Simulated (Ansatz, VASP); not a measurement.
One calculation of Rh, two programs

The input INCAR:

```
ALGO = Normal
EDIFF = 1E-6
EDIFFG = -0.01
ENCUT = 600
GGA = PS
IBRION = 2
ISIF = 3
ISMEAR = 1
LASPH = T
LCHARG = F
LREAL = F
LWAVE = F
NELM = 60
NSW = 60
PREC = Accurate
SIGMA = 0.1
```

KPOINTS

```
k-points
0
Gamma
  14 14 8
```

The input POSCAR:

```
Rh
1.0
    2.7309790000      0.0000000000      0.0000000000
   -1.3654895000      2.3650971912      0.0000000000
    0.0000000000      0.0000000000      4.4284890000
Rh
2
Direct
    0.6666670000      0.3333330000      0.7500000000
    0.3333330000      0.6666670000      0.2500000000
```

Input for Ansatz:

```yaml
crystal:
  lattice:
    - [2.730979, 0.0, 0.0]
    - [-1.3654894999999994, 2.365097191201823, 0.0]
    - [0.0, 0.0, 4.428489]
  atoms:
    - { symbol: Rh, position: [0.666667, 0.333333, 0.75] }
    - { symbol: Rh, position: [0.33333300000000005, 0.666667, 0.25] }
basis:
  ecutwfc: 421.77648681281397
kpoints:
  mp_grid:
    grid: [14, 14, 8]
hamiltonian:
  xc: pbesol
  dispersion: none
scf:
  occupations:
    method: cold
relax:
  f_tol: 0.01
  max_steps: 40
  cell: {}
```

Alike in both runs: task relaxation of cell and atoms; functional PBEsol; k mesh 14 × 14 × 8; no spin polarisation.

|  | VASP | Ansatz |
| --- | --- | --- |
| version | VASP 6.6.1 | Ansatz 0.2.0 |
| potentials or method | VASP PAW PBE potentials, release 64 (Rh_pv), cutoff 600 eV | plane waves, PAW |
| occupations | methfessel-paxton of order 1, width 0.1 eV | cold |
| valence electrons in the cell | 30 | 34 |

|  | VASP | Ansatz | Ansatz less VASP |
| --- | --- | --- | --- |
| relaxed volume (Å³/atom) | 13.54 | 13.55 | +0.008 |
| relaxed cell length with the largest relative difference (Å) | 4.342 | 4.338 | -0.0036 |

VASP's potentials were made for PBE, not for PBEsol. VASP's potentials hold 30 valence electrons a cell and Ansatz's 34, so a difference there can come from the potentials and not from the codes. Ansatz's warnings: structure snapped to symmetry.
